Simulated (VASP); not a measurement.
# BN (F-43m) in VASP: a series of runs, part 2 of 2

VASP 6.6.1.

### Step 3. Vibrations by perturbation theory, PBEsol

This run uses another cell than the first one, of 5.77 Å³/atom, 1.044 times its volume.

The input, INCAR:

```
SYSTEM = BN
ALGO     = Normal         ! electronic algorithm
EDIFF    = 1E-8           ! SCF threshold, eV
ENCUT    = 520            ! plane-wave cutoff, eV
GGA      = PS             ! functional
IBRION   = 8              ! ionic algorithm
ISIF     = 2              ! what is computed and relaxed
ISMEAR   = 0              ! smearing method
LASPH    = .TRUE.         ! aspherical terms in the spheres
LCHARG   = .FALSE.        ! write CHGCAR
LEPSILON = .TRUE.         ! dielectric tensor by DFPT
LREAL    = .FALSE.        ! projectors in reciprocal space
LWAVE    = .FALSE.        ! write WAVECAR
NBANDS   = 11             ! bands
NELM     = 80             ! most SCF steps
NSW      = 1              ! ionic steps
PREC     = Accurate       ! precision mode
SIGMA    = 0.01           ! smearing width, eV
```

The input, KPOINTS:

```
k-points
0
G
  12 12 12
  0 0 0
```

The input, POSCAR:

```
BN
1.0
    0.0000000000      1.7937752039      1.7937752039
    1.7937752039      0.0000000000      1.7937752039
    1.7937752039      1.7937752039      0.0000000000
B N
1 1
Direct
    0.0000000000      0.0000000000      0.0000000000
    0.7500000000      0.7500000000      0.7500000000
```

Potentials or basis: VASP PAW PBE potentials, release 64 (B, N).

Command:

```sh
cat potpaw_PBE.64/B/POTCAR potpaw_PBE.64/N/POTCAR > POTCAR
mpirun -np 1 vasp_std > vasp.out
```

OUTCAR:

```text
SYSTEM = BN
   EDIFF = 1E-8
   ENCUT = 520
   GGA = PS
   IBRION = 8
   ISIF = 2
   ISMEAR = 0
   LASPH = .TRUE.
   LEPSILON = .TRUE.
   LREAL = .FALSE.
   NELM = 80
   NSW = 1
   PREC = Accurate

 ion  position               nearest neighbor table
   1  0.000  0.000  0.000-   2 1.55   2 1.55   2 1.55   2 1.55
   2  0.750  0.750  0.750-   1 1.55   1 1.55   1 1.55   1 1.55

  LATTYP: Found a face centered cubic cell.
 ALAT       =     3.5875504078

  Lattice vectors:

 A1 = (   0.0000000000,   1.7937752039,   1.7937752039)
 A2 = (   1.7937752039,   0.0000000000,   1.7937752039)
 A3 = (   1.7937752039,   1.7937752039,   0.0000000000)

Analysis of symmetry for initial positions (statically):
=====================================================================
 Subroutine PRICEL returns:
 Original cell was already a primitive cell.

 Routine SETGRP: Setting up the symmetry group for a
 face centered cubic supercell.

 Subroutine GETGRP returns: Found 24 space group operations
 (whereof 24 operations were pure point group operations)
 out of a pool of 48 trial point group operations.

The static configuration has the point symmetry T_d .

Analysis of symmetry for dynamics (positions and initial velocities):
=====================================================================
 Subroutine PRICEL returns:
 Original cell was already a primitive cell.

 Routine SETGRP: Setting up the symmetry group for a
 face centered cubic supercell.

 Subroutine GETGRP returns: Found 24 space group operations
 (whereof 24 operations were pure point group operations)
 out of a pool of 48 trial point group operations.

The dynamic configuration has the point symmetry T_d .

 Subroutine INISYM returns: Found 24 space group operations
 (whereof 24 operations are pure point group operations),
 and found     1 'primitive' translations

----------------------------------------------------------------------------------------

                                     Primitive cell

  volume of cell :      11.5434

  direct lattice vectors                    reciprocal lattice vectors
     0.000000000  1.793775204  1.793775204    -0.278741728  0.278741728  0.278741728
     1.793775204  0.000000000  1.793775204     0.278741728 -0.278741728  0.278741728
     1.793775204  1.793775204  0.000000000     0.278741728  0.278741728 -0.278741728

  length of vectors
     2.536781221  2.536781221  2.536781221     0.482794835  0.482794835  0.482794835

  position of ions in fractional coordinates (direct lattice)
     0.000000000  0.000000000  0.000000000
     0.750000000  0.750000000  0.750000000

[... 524 lines left out ...]
 -----------------------------------------------------------------------------
    -0.00047  1.03018  0.00000
     1.03018 -0.00047  0.00000
     0.00000  0.00000  0.00039

--------------------------------------- Ionic step        4  -------------------------------------------

------------------------ aborting loop because EDIFF is reached ----------------------------------------

[... ionic steps 5 to 6 ...]

--------------------------------------- Ionic step        7  -------------------------------------------

 Free energy of the ion-electron system (eV)
  ---------------------------------------------------
  ---------------------------------------------------
  free energy    TOTEN  =        -0.22993647 eV

  energy without entropy =       -0.22993647

------------------------ aborting loop because EDIFF is reached ----------------------------------------

 INTERNAL STRAIN TENSOR  FOR ION    2  DIRECTION 1   (eV/Angst):
 -----------------------------------------------------------------------------
     0.00851  0.00000  0.00000
     0.00000 -0.00313  3.34926
     0.00000  3.34926 -0.00313

 MACROSCOPIC STATIC DIELECTRIC TENSOR (including local field effects in DFT)
 ------------------------------------------------------
           4.615895     0.000000     0.000000
           0.000000     4.615895     0.000000
          -0.000000     0.000000     4.615895
 ------------------------------------------------------

 PIEZOELECTRIC TENSOR (including local field effects)  for field in x, y, z        (e  Angst)
          XX          YY          ZZ          XY          YZ          ZX
  --------------------------------------------------------------------------------
  x    -0.00000     0.00000     0.00000     0.00000     0.74271     0.00000
  y     0.00000     0.00000    -0.00000     0.00000     0.00000     0.74271
  z     0.00000     0.00000    -0.00000     0.74271     0.00000     0.00000

 PIEZOELECTRIC TENSOR (including local field effects)  for field in x, y, z        (C/m^2)
          XX          YY          ZZ          XY          YZ          ZX
  --------------------------------------------------------------------------------
  x    -0.00000     0.00000     0.00000     0.00000     1.03085     0.00000
  y     0.00000     0.00000    -0.00000     0.00000     0.00000     1.03085
  z     0.00000     0.00000    -0.00000     1.03085     0.00000     0.00000

 BORN EFFECTIVE CHARGES (including local field effects) (in |e|, cummulative output)
 ---------------------------------------------------------------------------------
 ion    1
    1     1.89184    -0.00000    -0.00000
    2    -0.00000     1.89184     0.00000
    3    -0.00000    -0.00000     1.89184
 ion    2
    1    -1.89184     0.00000     0.00000
    2     0.00000    -1.89184    -0.00000
    3     0.00000     0.00000    -1.89184

 INTERNAL STRAIN TENSOR FOR ION    2 for displacements in x,y,z  (eV/Angst):
          X           Y           Z          XY          YZ          ZX
  --------------------------------------------------------------------------------
  x     0.00000    -0.00000    -0.00000     0.00000     3.34926     0.00000
  y    -0.00000     0.00000    -0.00000     0.00000     0.00000     3.34926
  z    -0.00000    -0.00000     0.00000     3.34926     0.00000     0.00000

 SECOND DERIVATIVES (NOT SYMMETRIZED)
 ------------------------------------
               1X          1Y          1Z          2X          2Y          2Z
  1X   -25.651712    0.000000    0.000000   25.651712    0.000000    0.000000
  1Y     0.000000  -25.651712    0.000000    0.000000   25.651712    0.000000
  1Z     0.000000    0.000000  -25.651712    0.000000    0.000000   25.651712
  2X    25.648157    0.000000    0.000000  -25.648157    0.000000    0.000000
  2Y     0.000000   25.648157    0.000000    0.000000  -25.648157    0.000000
  2Z     0.000000    0.000000   25.648157    0.000000    0.000000  -25.648157

 Eigenvectors and eigenvalues of the dynamical matrix
 ----------------------------------------------------

   1 f  =   32.056361 THz   201.416055 2PiTHz 1069.285095 cm-1   132.574396 meV
             X         Y         Z           dx          dy          dz
      0.000000  0.000000  0.000000    -0.000000   -0.751211    0.000000
      2.690663  2.690663  2.690663    -0.000000    0.660063    0.000000
[... 21 lines left out ...]
   6 f/i=    0.001102 THz     0.006922 2PiTHz    0.036750 cm-1     0.004556 meV
             X         Y         Z           dx          dy          dz
      0.000000  0.000000  0.000000    -0.562228    0.345806    0.000000
      2.690663  2.690663  2.690663    -0.639866    0.393559    0.000000

--------------------------------------------------------------------------------------------------------

 MACROSCOPIC STATIC DIELECTRIC TENSOR IONIC CONTRIBUTION
 ------------------------------------------------------
           2.187333    -0.000000     0.000000
          -0.000000     2.187333    -0.000000
           0.000000    -0.000000     2.187333
 ------------------------------------------------------

 ELASTIC MODULI CONTR FROM IONIC RELAXATION (kBar)
 Direction    XX          YY          ZZ          XY          YZ          ZX
 --------------------------------------------------------------------------------
 XX          -0.0000      0.0000     -0.0000     -0.0000     -0.0000      0.0000
 YY           0.0000     -0.0000      0.0000     -0.0000     -0.0000     -0.0000
 ZZ          -0.0000      0.0000     -0.0000      0.0000     -0.0000      0.0000
 XY          -0.0000     -0.0000      0.0000    -57.7757     -0.0000      0.0000
 YZ          -0.0000     -0.0000     -0.0000     -0.0000    -57.7757      0.0000
 ZX           0.0000     -0.0000      0.0000      0.0000      0.0000    -57.7757
 --------------------------------------------------------------------------------

 PIEZOELECTRIC TENSOR IONIC CONTR  for field in x, y, z        (C/m^2)
          XX          YY          ZZ          XY          YZ          ZX
  --------------------------------------------------------------------------------
  x    -0.00000    -0.00000    -0.00000    -0.00000    -0.33450     0.00000
  y     0.00000    -0.00000     0.00000     0.00000     0.00000    -0.33450
  z    -0.00000    -0.00000     0.00000    -0.33450    -0.00000     0.00000
```

Wall time 5 min (1 thread of Intel Xeon 8259CL, shared host); peak memory 0.2 GiB.

What came out:

* Electronic dielectric tensor (diagonal): 4.62
* Born charges (mean of the diagonal): B +1.89; N -1.89 e
* Highest phonon frequency at Γ, LO-TO splitting left out: 1069 cm⁻¹

Phonon frequencies in cm⁻¹ (negative: imaginary):
| q point | frequencies |
| --- | --- |
| (0.000, 0.000, 0.000) | 0 0 0 1069 1069 1069 |

Electronic dielectric tensor:
```
4.62 0.00 0.00
0.00 4.62 0.00
0.00 0.00 4.62
```

Born effective charge tensors (e):
atom 1, B
```
1.89 0.00 0.00
0.00 1.89 0.00
0.00 0.00 1.89
```
atom 2, N
```
-1.89  0.00  0.00
 0.00 -1.89  0.00
 0.00  0.00 -1.89
```

Caveat: the cell wasn't relaxed at this level first, which shifts response properties; the PAW data sets were made with another functional, which shifts forces and pressure a little.
